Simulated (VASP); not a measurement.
ZnBr3:

```
Zn Br
1.0
     4.49154    0.00000    0.00000
     0.00000    4.49154    0.00000
     0.00000    0.00000    6.53806
Zn Br
1 3
Cartesian
  0.0000 0.0000 0.0000
  0.0000 0.0000 1.7818
  0.0000 0.0000 4.7563
  2.2458 2.2458 3.2690
```

The cell was built from a structure type or drawn by symmetry, and may not be a known phase.

| Item | Value |
| --- | --- |
| Program | VASP 6.6.1 |
| Task | relaxation of cell and atoms |
| Functional | PBE |
| Potentials or basis | VASP PAW PBE potentials, release 64 (Zn, Br) |
| Cutoff | 600 eV |
| k mesh | 4 × 4 × 4 |
| Occupations | gaussian, width 0.1 eV |
| Spin | no spin polarisation |

At the start: pressure 27.0 GPa; volume 32.97 Å³/atom.

How do energy, volume and symmetry change on relaxing?

Over 23 steps the energy falls by 1385.6 meV/atom and the volume is 46.73 Å³/atom (+41.7 %); space group P4/mmm (No. 123, to 0.1 Å) before and after.

Step by step:
| step | energy change (eV) | largest force (eV/Å) | pressure (GPa) | volume (Å³) |
| --- | --- | --- | --- | --- |
| 1 | 0.0000 | 16.1238 | 26.95 | 131.90 |
| 2 | -0.4194 | 0.4709 | -0.10 | 240.47 |
| 3 | -2.0317 | 1.3950 | -1.14 | 237.05 |
| 4 | -2.0533 | 1.3383 | -1.09 | 233.22 |
| 5 | -2.4748 | 0.1588 | -1.17 | 194.94 |
| 6 | -3.6226 | 2.5244 | -0.80 | 163.19 |
| 7 | -4.5192 | 3.5278 | 1.81 | 147.49 |
| 8 | -4.5254 | 2.4554 | 5.65 | 139.68 |
| 9 | -4.5904 | 3.2699 | 3.15 | 144.17 |
| 10 | -4.5958 | 3.1696 | 3.51 | 143.40 |
| 11 | -5.2283 | 1.6735 | -0.40 | 159.02 |
| 12 | -5.2564 | 1.6040 | -0.76 | 161.83 |
| 13 | -5.2786 | 1.5362 | -1.33 | 167.52 |
| 14 | -5.4788 | 0.4383 | 1.35 | 166.07 |
| 15 | -5.4981 | 0.1339 | 0.62 | 166.40 |
| 16 | -5.4981 | 0.0951 | 0.67 | 166.37 |
| 17 | -5.5145 | 0.0490 | 0.50 | 169.88 |
| 18 | -5.5371 | 0.0349 | 0.25 | 178.84 |
| 19 | -5.5349 | 0.1659 | 0.06 | 197.68 |
| 20 | -5.5410 | 0.1306 | 0.12 | 189.69 |
| 21 | -5.5416 | 0.1142 | 0.14 | 186.62 |
| 22 | -5.5359 | 0.2798 | -0.36 | 187.81 |
| 23 | -5.5425 | 0.0047 | 0.01 | 186.94 |

Final structure:
```
Zn Br
1.0
     4.80780    0.00000    0.00000
     0.00000    4.80780    0.00000
     0.00000    0.00000    8.08728
Zn Br
1 3
Direct
  0.00000 0.00000 0.00000
  0.00000 0.00000 0.27370
  0.00000 0.00000 0.72630
  0.50000 0.50000 0.50000
```

Caveat: the volume moved by over 15 % at a fixed basis, so the end points are rough; an odd number of electrons without spin polarisation forces a metal; a magnetic or distorted state may lie lower.
